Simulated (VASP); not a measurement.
Ta:

```
CELL_PARAMETERS angstrom
2.90037 0.00000 0.00000
-1.45019 2.51180 0.00000
0.00000 0.00000 5.16627
ATOMIC_POSITIONS crystal
Ta 0.66667 0.33333 0.75000
Ta 0.33333 0.66667 0.25000
```

This isn't the form of Ta at room conditions, which is bcc.

| Property | Result |
| --- | --- |
| Program | VASP 6.6.1 |
| Task | relaxation of cell and atoms |
| Functional | LDA |
| Potentials or basis | VASP PAW LDA potentials, release 64 (Ta_sv_GW) |
| Cutoff | 500 eV |
| k mesh | 11 × 11 × 5 |
| Occupations | gaussian, width 0.1 eV |
| Spin | no spin polarisation |

At the start: pressure -12.5 GPa; volume 18.82 Å³/atom.

**Question.** How do energy, volume and symmetry change on relaxing?

**Answer.** Over 8 steps the energy falls by 48.9 meV/atom and the volume is 17.65 Å³/atom (-6.2 %); space group P6_3/mmc (No. 194, to 0.1 Å) before and after.

Step by step:
| step | energy change (eV) | largest force (eV/Å) | pressure (GPa) | volume (Å³) |
| --- | --- | --- | --- | --- |
| 1 | 0.0000 | 0.0000 | -12.53 | 37.64 |
| 2 | 0.5691 | 0.0000 | 45.61 | 30.17 |
| 3 | -0.0971 | 0.0000 | -1.09 | 35.48 |
| 4 | -0.0977 | 0.0000 | -0.13 | 35.33 |
| 5 | -0.0977 | 0.0000 | 0.09 | 35.28 |
| 6 | -0.0977 | 0.0000 | -0.10 | 35.32 |
| 7 | -0.0977 | 0.0000 | -0.05 | 35.31 |
| 8 | -0.0977 | 0.0000 | -0.02 | 35.31 |

Final structure:
```
Ta
1.0
     2.83334    0.00000    0.00000
    -1.41667    2.45374    0.00000
     0.00000    0.00000    5.07886
Ta
2
Direct
  0.66667 0.33333 0.75000
  0.33333 0.66667 0.25000
```
